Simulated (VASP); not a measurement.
Li16H (a cell with a defect), 17 atoms in the cell. The cell holds a defect, 17 atoms: a = 6.980 Å, b = 6.980 Å, c = 6.980 Å, α = 90.00°, β = 90.00°, γ = 90.00°. 

* Program: VASP 6.6.1
* Task: single point
* Functional: PBE
* Dispersion: D3(BJ)
* Potentials or basis: VASP PAW PBE potentials, release 64 (Li_sv, H)
* Cutoff: 520 eV
* k mesh: 4 × 4 × 4
* Occupations: gaussian, width 0.1 eV
* Spin: no spin polarisation
* Dipole correction: no
* Further INCAR settings: LREAL = Auto; ALGO = Normal; EDIFF = 1e-07; NBANDS = 38

Potentials or basis: VASP PAW PBE potentials, release 64 (Li_sv, H).

The run is started by

```bash
$ cat potpaw_PBE.64/Li_sv/POTCAR potpaw_PBE.64/H/POTCAR > POTCAR
$ mpirun -np 1 vasp_std > vasp.out
```

Hardware: 1 thread of Intel Xeon 8259CL (shared host).

Estimate the wall time of this run.

Run time: 17 min on 1 thread of Intel Xeon 8259CL, on a shared host, peak memory 0.54 GiB. Counts: scf iterations 16, k points 36.
